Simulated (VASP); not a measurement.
The system is Pd.

```
CELL_PARAMETERS angstrom
0.00000 1.92019 1.92019
1.92019 0.00000 1.92019
1.92019 1.92019 0.00000
ATOMIC_POSITIONS crystal
Pd 0.00000 0.00000 0.00000
```

Program: VASP 6.6.1. Alike in all runs: task single point; potentials or basis VASP PAW PBE potentials, release 64 (Pd); cell as given.

Problem. Order these runs on this cell by their pressure, lowest first.
A. level pbe exchange, pbesol correlation; spin collinear; k mesh 12 × 12 × 12; cutoff (eV) 500; smearing gaussian 0.05 eV
B. level PBEsol-based screened hybrid with 25 % exact exchange; spin off; k mesh 6 × 6 × 6; cutoff (eV) 520; smearing fermi-dirac 0.05 eV; grid for exact exchange (PRECFOCK) Normal; share of exact exchange 0.25; screening parameter 0.207 1/Å
C. level HF; spin off; k mesh 6 × 6 × 6; cutoff (eV) 520; smearing fermi-dirac 0.05 eV; grid for exact exchange (PRECFOCK) Normal; share of exact exchange 1

Solution. B (2.7 GPa), A (18.2 GPa), C (21.7 GPa).

Caveats: some runs use coarse meshes; the PAW data sets were made with another functional, which shifts forces and pressure a little; the cell stands under pressure (at least some runs).
